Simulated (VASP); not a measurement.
# GaP (a.b) (F-43m) in VASP: a series of runs

The runs below take GaP (a.b) through single point, with PBEsol.

All numbers are computed with VASP 6.6.1; they aren't measurements. Logs are shortened: lines on timing, memory, paths and dates and some standing lists are left out, and cuts for length are marked.

### 1 The cell of the first run

It takes space group F-43m (No. 216, cubic). The conventional cell has a = 5.440 Å, b = 5.440 Å, c = 5.440 Å, α = 90.00°, β = 90.00°, γ = 90.00°. Within 3.1 Å of Ga (site symmetry -43m) lie 4 P at 2.36 Å. Within 3.1 Å of P (site symmetry -43m) lie 4 Ga at 2.36 Å.

### 2 Single point, PBEsol

File INCAR:

```
PREC = Accurate ; ENCUT = 500
EDIFF = 1E-6 ; ISMEAR = 0
SIGMA = 0.1 ; LREAL = False
LASPH = True ; NELM = 120
ALGO = Normal ; ISIF = 2
LWAVE = False ; LCHARG = True
GGA = PS ; LELF = True
LVHAR = True ; NBANDS = 16
GGA_COMPAT = False
```

File KPOINTS:

```
Automatic mesh
0
Gamma
  6 6 6
```

File POSCAR:

```
GaP
1.0
    0.0000000000      2.7200000000      2.7200000000
    2.7200000000      0.0000000000      2.7200000000
    2.7200000000      2.7200000000      0.0000000000
Ga P
1 1
Direct
    0.0000000000      0.0000000000      0.0000000000
    0.2500000000      0.2500000000      0.2500000000
```

Potentials or basis: VASP PAW PBE potentials, release 64 (Ga_d, P).

Run with:

```console
cat potpaw_PBE.64/Ga_d/POTCAR potpaw_PBE.64/P/POTCAR > POTCAR
mpirun -np 1 vasp_std > vasp.out
```

OUTCAR:

```text
PREC = Accurate
   ENCUT = 500
   EDIFF = 1E-6
   ISMEAR = 0
   LREAL = False
   LASPH = True
   NELM = 120
   ISIF = 2
   GGA = PS

 ion  position               nearest neighbor table
   1  0.000  0.000  0.000-   2 2.36   2 2.36   2 2.36   2 2.36
   2  0.250  0.250  0.250-   1 2.36   1 2.36   1 2.36   1 2.36

  LATTYP: Found a face centered cubic cell.
 ALAT       =     5.4400000000

  Lattice vectors:

 A1 = (   0.0000000000,   2.7200000000,   2.7200000000)
 A2 = (   2.7200000000,   0.0000000000,   2.7200000000)
 A3 = (   2.7200000000,   2.7200000000,   0.0000000000)

Analysis of symmetry for initial positions (statically):
=====================================================================
 Subroutine PRICEL returns:
 Original cell was already a primitive cell.

 Routine SETGRP: Setting up the symmetry group for a
 face centered cubic supercell.

 Subroutine GETGRP returns: Found 24 space group operations
 (whereof 24 operations were pure point group operations)
 out of a pool of 48 trial point group operations.

The static configuration has the point symmetry T_d .

Analysis of symmetry for dynamics (positions and initial velocities):
=====================================================================
 Subroutine PRICEL returns:
 Original cell was already a primitive cell.

 Routine SETGRP: Setting up the symmetry group for a
 face centered cubic supercell.

 Subroutine GETGRP returns: Found 24 space group operations
 (whereof 24 operations were pure point group operations)
 out of a pool of 48 trial point group operations.

The dynamic configuration has the point symmetry T_d .

 Subroutine INISYM returns: Found 24 space group operations
 (whereof 24 operations are pure point group operations),
 and found     1 'primitive' translations

----------------------------------------------------------------------------------------

                                     Primitive cell

  volume of cell :      40.2473

  direct lattice vectors                    reciprocal lattice vectors
     0.000000000  2.720000000  2.720000000    -0.183823529  0.183823529  0.183823529
     2.720000000  0.000000000  2.720000000     0.183823529 -0.183823529  0.183823529
     2.720000000  2.720000000  0.000000000     0.183823529  0.183823529 -0.183823529

  length of vectors
     3.846660890  3.846660890  3.846660890     0.318391693  0.318391693  0.318391693

  position of ions in fractional coordinates (direct lattice)
     0.000000000  0.000000000  0.000000000
     0.250000000  0.250000000  0.250000000

  ion indices of the primitive-cell ions
   primitive index   ion index
                 1           1
                 2           2

----------------------------------------------------------------------------------------

 KPOINTS: Automatic mesh

Automatic generation of k-mesh.
 Grid dimensions read from file:
 generate k-points for:    6    6    6

 Generating k-lattice:

  Cartesian coordinates                     Fractional coordinates (reciprocal lattice)
    -0.030637255  0.030637255  0.030637255     0.166666667  0.000000000  0.000000000
     0.030637255 -0.030637255  0.030637255     0.000000000  0.166666667  0.000000000
     0.030637255  0.030637255 -0.030637255     0.000000000  0.000000000  0.166666667

  Length of vectors
     0.053065282  0.053065282  0.053065282

  Shift w.r.t. Gamma in fractional coordinates (k-lattice)
     0.000000000  0.000000000  0.000000000

 Subroutine IBZKPT returns following result:
 ===========================================

 Found     16 irreducible k-points:

 Following reciprocal coordinates:
            Coordinates               Weight
  0.000000  0.000000  0.000000      1.000000
  0.166667  0.000000  0.000000      8.000000
  0.333333  0.000000  0.000000      8.000000
  0.500000  0.000000  0.000000      4.000000
  0.166667  0.166667  0.000000      6.000000
  0.333333  0.166667  0.000000     24.000000
[... 8 lines left out ...]
 -0.333333  0.333333  0.166667     24.000000
 -0.333333  0.500000  0.166667     12.000000
   k-points           NKPTS =     16   k-points in BZ     NKDIM =     16   number of bands    NBANDS=     16
   number of dos      NEDOS =    301   number of ions     NIONS =      2
   total plane-waves  NPLWV =  21952
   dimension x,y,z NGX =    28 NGY =   28 NGZ =   28
   dimension x,y,z NGXF=    56 NGYF=   56 NGZF=   56
   ions per type =               1   1
   NGX,Y,Z   is equivalent  to a cutoff of  12.10, 12.10, 12.10 a.u.
   NGXF,Y,Z  is equivalent  to a cutoff of  24.20, 24.20, 24.20 a.u.
 SYSTEM =  unknown system
   PREC   = accura    normal or accurate (medium, high low for compatibility)
   ISTART =      0    job   : 0-new  1-cont  2-samecut
   ICHARG =      2    charge: 1-file 2-atom 10-const
   ISPIN  =      1    spin polarized calculation?
   LNONCOLLINEAR =      F non collinear calculations
   LSORBIT =      F    spin-orbit coupling
   LASPH  =      T    aspherical Exc in radial PAW
   ENCUT  =  500.0 eV  36.75 Ry    6.06 a.u.   7.01  7.01  7.01*2*pi/ulx,y,z
   NELM   =    120;   NELMIN=  2; NELMDL= -5     # of ELM steps
   EDIFF  = 0.1E-05   stopping-criterion for ELM
   LREAL  =      F    real-space projection
   EDIFFG = 0.1E-04   stopping-criterion for IOM
   NSW    =      0    number of steps for IOM
   IBRION =     -1    ionic relax: 0-MD 1-quasi-New 2-CG
   NFREE  =      0    steps in history (QN), initial steepest desc. (CG)
   ISIF   =      2    stress and relaxation
   ISYM   =      2    0-nonsym 1-usesym 2-fastsym
   POTIM  = 0.5000    time-step for ionic-motion
   TEBEG  =    0.0;   TEEND  =   0.0 temperature during run
   PSTRESS=    0.0 pullay stress
   NELECT =      18.0000    total number of electrons
   NUPDOWN=      -1.0000    fix difference up-down
   EMIN   =  10.00;   EMAX   =-10.00  energy-range for DOS
   EFERMI =   0.00;   METHOD = LEGACY
   ISMEAR =     0;   SIGMA  =   0.10  broadening in eV -4-tet -1-fermi 0-gaus
   EFERMI_NEDOS =   21; number of points for ismear=-14 and -15
   IALGO  =     38    algorithm
   IMIX   =      4    mixing-type and parameters
     AMIX     =   0.40;   BMIX     =  1.00
     AMIX_MAG =   1.60;   BMIX_MAG =  1.00
  volume/ion in A,a.u.               =      20.12       135.80
  Fermi-wavevector in a.u.,A,eV,Ry     =   1.251949  2.365841 21.325462  1.567377
  Thomas-Fermi vector in A             =   2.385873
   LORBIT       =      0    0 simple, 1 ext, 2 COOP (PROOUT), +10 PAW based schemes
   GGA     = PS    functional components
   LHFCALC =     F    Hartree Fock is set to
   AEXX    =    0.0000 exact exchange contribution
   IVDW    =     0    specifies the selected vdW correction
   LEPSILON=     F    determine dielectric tensor
   LRPA    =     F    only Hartree local field effects (RPA)
 non-spin polarized calculation
 Gauss-broadening in eV      SIGMA  =   0.10
  energy-cutoff  :      500.00
  volume of cell :       40.25
 maximum number of plane-waves:      1034
   NGX = 13   NGY = 13   NGZ = 13

 number of electron      18.0000015 magnetization

 Free energy of the ion-electron system (eV)
  ---------------------------------------------------
  ext. energy  EPLUGINS =         0.00000000
  ---------------------------------------------------
  free energy    TOTEN  =        -9.90610919 eV

  energy without entropy =       -9.90610919  energy(sigma->0) =       -9.90610919

 E-fermi :   5.0949     XC(G=0): -10.0449

 val. band max:        4.6347867739   @ k =   0.0000   0.0000   0.0000
 cond. band min:       6.1346300417   @ k =   0.5000   0.5000   0.0000
 fundamental gap:      1.4998432678
 Fermi energy:         5.0948976823

 k-point     1 :       0.0000    0.0000    0.0000
  band No.  band energies     occupation
      1      -9.9237      2.00000
      2      -9.9237      2.00000
      3      -9.9237      2.00000
      4      -9.8215      2.00000
      5      -9.8215      2.00000
      6      -7.9347      2.00000
[... 8 lines left out ...]
     15      14.4110      0.00000
     16      14.4110      0.00000

 k-point     2 :       0.1667    0.0000    0.0000
  band No.  band energies     occupation
      1      -9.9475      2.00000
      2      -9.9157      2.00000
      3      -9.9157      2.00000
      4      -9.8214      2.00000
      5      -9.8214      2.00000
      6      -7.5733      2.00000
[... 8 lines left out ...]
     15      13.5452      0.00000
     16      14.5017      0.00000

 k-point     3 :       0.3333    0.0000    0.0000
  band No.  band energies     occupation
      1      -9.9891      2.00000
      2      -9.9028      2.00000
      3      -9.9028      2.00000
      4      -9.8178      2.00000
      5      -9.8178      2.00000
      6      -6.6093      2.00000
[... 8 lines left out ...]
     15      14.2330      0.00000
     16      14.2330      0.00000

 k-point     4 :       0.5000    0.0000    0.0000
  band No.  band energies     occupation
      1     -10.0079      2.00000
      2      -9.8983      2.00000
      3      -9.8983      2.00000
      4      -9.8139      2.00000
      5      -9.8139      2.00000
      6      -5.8241      2.00000
[... 8 lines left out ...]
     15      16.3181      0.00000
     16      16.3181      0.00000
[... 172 lines left out ...]
 k-point    14 :       0.5000    0.3333    0.1667
  band No.  band energies     occupation
      1     -10.0126      2.00000
      2      -9.8885      2.00000
      3      -9.8770      2.00000
      4      -9.8364      2.00000
      5      -9.8104      2.00000
      6      -5.8187      2.00000
[... 8 lines left out ...]
     15      16.4067      0.00000
     16      17.8996      0.00000

 k-point    15 :      -0.3333    0.3333    0.1667
  band No.  band energies     occupation
      1     -10.0188      2.00000
      2      -9.8886      2.00000
      3      -9.8701      2.00000
      4      -9.8329      2.00000
      5      -9.8136      2.00000
      6      -5.1449      2.00000
[... 8 lines left out ...]
     15      17.0810      0.00000
     16      17.3814      0.00000

 k-point    16 :      -0.3333    0.5000    0.1667
  band No.  band energies     occupation
      1     -10.0298      2.00000
      2      -9.8768      2.00000
      3      -9.8621      2.00000
      4      -9.8430      2.00000
      5      -9.8080      2.00000
      6      -4.8309      2.00000
[... 8 lines left out ...]
     15      16.5484      0.00000
     16      18.2595      0.00000

------------------------ aborting loop because EDIFF is reached ----------------------------------------

  FORCE on cell =-STRESS in cart. coord.  units (eV):
  Direction    XX          YY          ZZ          XY          YZ          ZX
  --------------------------------------------------------------------------------------
  -------------------------------------------------------------------------------------
  Total       -0.0356547     -0.0356547     -0.0356547      0.0000000      0.0000000      0.0000000
  in kB       -1.4193543     -1.4193543     -1.4193543      0.0000000      0.0000000      0.0000000
  external PRESSURE =      -1.4193543 kB  Pullay stress =       0.0000000 kB

 VOLUME and BASIS-vectors are now :
 -----------------------------------------------------------------------------
  energy-cutoff  :      500.00
  volume of cell :       40.25
      direct lattice vectors                 reciprocal lattice vectors
     0.000000000  2.720000000  2.720000000    -0.183823529  0.183823529  0.183823529
     2.720000000  0.000000000  2.720000000     0.183823529 -0.183823529  0.183823529
     2.720000000  2.720000000  0.000000000     0.183823529  0.183823529 -0.183823529

 POSITION                                       TOTAL-FORCE (eV/Angst)
 -----------------------------------------------------------------------------------
      0.00000      0.00000      0.00000         0.000000      0.000000      0.000000
      1.36000      1.36000      1.36000        -0.000000     -0.000000     -0.000000
 -----------------------------------------------------------------------------------
    total drift:                                0.000001      0.000001      0.000001

  FREE ENERGIE OF THE ION-ELECTRON SYSTEM (eV)
  ---------------------------------------------------
  free  energy   TOTEN  =        -9.9061091921 eV

  energy  without entropy=       -9.9061091921  energy(sigma->0) =       -9.90610919
```

Run time: 19 s. Hardware: 1 thread of Intel Xeon 8259CL, shared host; peak memory 0.15 GiB.

What came out:

```
Free energy            : -9.9061 eV
Pressure               : -0.1 GPa
Band gap on the k mesh : 1.50 eV, indirect (least direct gap 1.80 eV)
```

Levels at points of the mesh, in eV from the valence-band top:
| k point | band 6 | band 7 | band 8 | band 9 | band 10 | band 11 | band 12 | band 13 |
| --- | --- | --- | --- | --- | --- | --- | --- | --- |
| (0.00, 0.00, 0.00) | -12.57 | 0.00 | 0.00 | 0.00 | 1.80 | 3.82 | 3.82 | 3.82 |
| (0.50, 0.00, 0.00) | -10.46 | -6.73 | -1.14 | -1.14 | 1.60 | 4.64 | 4.64 | 8.10 |
| (0.50, 0.50, 0.00) | -9.54 | -6.84 | -2.74 | -2.74 | 1.50 | 1.71 | 10.59 | 10.59 |

Caveat: the PAW data sets were made with another functional, which shifts forces and pressure a little. As with any semilocal functional, this PBEsol gap is likely too small.

### 3 Single point, PBEsol

File INCAR:

```
PREC = Accurate
ENCUT = 500
EDIFF = 1E-6
ISMEAR = 0
SIGMA = 0.02
LREAL = F
LASPH = T
NELM = 120
ALGO = Normal
ISIF = 2
LWAVE = F
LCHARG = F
GGA = PS
NBANDS = 16
GGA_COMPAT = F
```

File KPOINTS:

```
regular mesh
0
Gamma
  10 10 10
```

File POSCAR:

```
GaP
1.0
    0.0000000000      2.7196334844      2.7196334844
    2.7196334844      0.0000000000      2.7196334844
    2.7196334844      2.7196334844      0.0000000000
Ga P
1 1
Direct
    0.0000000000      0.0000000000      0.0000000000
    0.2500000000      0.2500000000      0.2500000000
```

Potentials or basis: VASP PAW PBE potentials, release 64 (Ga_d, P).

Run with:

```console
cat potpaw_PBE.64/Ga_d/POTCAR potpaw_PBE.64/P/POTCAR > POTCAR
mpirun -np 1 vasp_std > vasp.out
```

OUTCAR:

```text
PREC = Accurate
   ENCUT = 500
   EDIFF = 1E-6
   ISMEAR = 0
   LREAL = F
   LASPH = T
   NELM = 120
   ISIF = 2
   GGA = PS

 ion  position               nearest neighbor table
   1  0.000  0.000  0.000-   2 2.36   2 2.36   2 2.36   2 2.36
   2  0.250  0.250  0.250-   1 2.36   1 2.36   1 2.36   1 2.36

  LATTYP: Found a face centered cubic cell.
 ALAT       =     5.4392669688

  Lattice vectors:

 A1 = (   0.0000000000,   2.7196334844,   2.7196334844)
[... 642 lines left out ...]
------------------------ aborting loop because EDIFF is reached ----------------------------------------

  FORCE on cell =-STRESS in cart. coord.  units (eV):
  Direction    XX          YY          ZZ          XY          YZ          ZX
  --------------------------------------------------------------------------------------
  -------------------------------------------------------------------------------------
  Total       -0.0333334     -0.0333334     -0.0333334     -0.0000000     -0.0000000      0.0000000
  in kB       -1.3274834     -1.3274834     -1.3274834     -0.0000000     -0.0000000      0.0000000
  external PRESSURE =      -1.3274834 kB  Pullay stress =       0.0000000 kB

 VOLUME and BASIS-vectors are now :
 -----------------------------------------------------------------------------
  energy-cutoff  :      500.00
  volume of cell :       40.23
      direct lattice vectors                 reciprocal lattice vectors
     0.000000000  2.719633484  2.719633484    -0.183848303  0.183848303  0.183848303
     2.719633484  0.000000000  2.719633484     0.183848303 -0.183848303  0.183848303
     2.719633484  2.719633484  0.000000000     0.183848303  0.183848303 -0.183848303

 POSITION                                       TOTAL-FORCE (eV/Angst)
 -----------------------------------------------------------------------------------
      0.00000      0.00000      0.00000        -0.000000     -0.000000     -0.000000
      1.35982      1.35982      1.35982         0.000000      0.000000      0.000000
 -----------------------------------------------------------------------------------
    total drift:                                0.000001      0.000001      0.000001

  FREE ENERGIE OF THE ION-ELECTRON SYSTEM (eV)
  ---------------------------------------------------
  free  energy   TOTEN  =        -9.9232230710 eV

  energy  without entropy=       -9.9232230710  energy(sigma->0) =       -9.92322307
```

OSZICAR:

```text
N       E                     dE             d eps       ncg     rms          rms(c)
DAV:   1     0.804928279198E+02    0.80493E+02   -0.88257E+03  1520   0.155E+03
DAV:   2    -0.381851833685E+01   -0.84311E+02   -0.80374E+02  1680   0.306E+02
DAV:   3    -0.101050723503E+02   -0.62866E+01   -0.62626E+01  1928   0.658E+01
DAV:   4    -0.102077476441E+02   -0.10268E+00   -0.10265E+00  1832   0.906E+00
DAV:   5    -0.102096953352E+02   -0.19477E-02   -0.19476E-02  1912   0.112E+00    0.415E+00
DAV:   6    -0.996439997838E+01    0.24530E+00   -0.35096E-01  2368   0.114E+01    0.263E+00
DAV:   7    -0.992583405816E+01    0.38566E-01   -0.81061E-02  2120   0.221E+00    0.990E-01
DAV:   8    -0.992302705930E+01    0.28070E-02   -0.11835E-02  1752   0.127E+00    0.175E-01
DAV:   9    -0.992317409867E+01   -0.14704E-03   -0.10127E-03  2208   0.435E-01    0.654E-02
DAV:  10    -0.992319694605E+01   -0.22847E-04   -0.60882E-05  2176   0.800E-02    0.289E-02
DAV:  11    -0.992322317325E+01   -0.26227E-04   -0.27077E-05  1760   0.535E-02    0.603E-03
DAV:  12    -0.992322307095E+01    0.10229E-06   -0.94218E-07  1472   0.113E-02
   1 F= -.99232231E+01 E0= -.99232231E+01  d E =-.513203E-35
```

stdout:

```text
POSCAR found type information on POSCAR GaP
 POSCAR found :  2 types and       2 ions
 scaLAPACK will be used
 -----------------------------------------------------------------------------
|                                                                             |
|                                                                             |
|     You enforced a specific xc type in the INCAR file but a different       |
|     I HOPE YOU KNOW WHAT YOU ARE DOING!                                     |
|                                                                             |
 -----------------------------------------------------------------------------

 LDA part: xc-table for (Slater+PW92), standard interpolation
 POSCAR, INCAR and KPOINTS ok, starting setup
 FFT: planning ... GRIDC
 FFT: planning ... GRID_SOFT
 FFT: planning ... GRID
 WAVECAR not read
 entering main loop
```

Run time: 43 s. Hardware: 1 thread of Intel Xeon 8259CL, shared host; peak memory 0.17 GiB.

What came out:

```
Free energy            : -9.9232 eV
Pressure               : -0.1 GPa
Band gap on the k mesh : 1.47 eV, indirect (least direct gap 1.80 eV)
```

Caveat: the PAW data sets were made with another functional, which shifts forces and pressure a little. A k mesh can miss the band edges.
